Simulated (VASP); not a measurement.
Here is a VASP 6.6.1 calculation.

INCAR

```
PREC     = Accurate       # precision mode
ENCUT    = 600            # plane-wave cutoff, eV
EDIFF    = 1E-6           # SCF threshold, eV
ISMEAR   = -1             # smearing method
SIGMA    = 0.05           # smearing width, eV
LREAL    = False          # projectors in reciprocal space
LASPH    = True           # aspherical terms in the spheres
NELM     = 200            # most SCF steps
ALGO     = Normal         # electronic algorithm
ISIF     = 2              # what is computed and relaxed
LWAVE    = False          # write WAVECAR
LCHARG   = True           # write CHGCAR
ISPIN    = 2              # spin polarisation
MAGMOM   = 3.5            # initial moments
LORBIT   = 11             # projections on sites
LMAXMIX  = 4              # l up to which the mixer works
GGA      = PS             # functional
LELF     = True           # ELF
LVHAR    = True         
NBANDS   = 14             # bands
GGA_COMPAT= False
```

File KPOINTS:

```
Automatic mesh
0
Gamma
  11 11 11
```

POSCAR

```
Fe
1.0
   -1.3978346502      1.3978346502      1.3978346502
    1.3978346502     -1.3978346502      1.3978346502
    1.3978346502      1.3978346502     -1.3978346502
Fe
1
Direct
    0.0000000000      0.0000000000      0.0000000000
```

Potentials or basis: VASP PAW PBE potentials, release 64 (Fe).

Run with:

```bash
$ cat potpaw_PBE.64/Fe/POTCAR > POTCAR
$ mpirun -np 1 vasp_std > vasp.out
```

(1) Predict the net moment.

(2) What does it give for the pressure?

Results:

(1) 2.21 μB per cell.

(2) -0.1 GPa.

Caveat: the PAW data sets were made with another functional, which shifts forces and pressure a little.
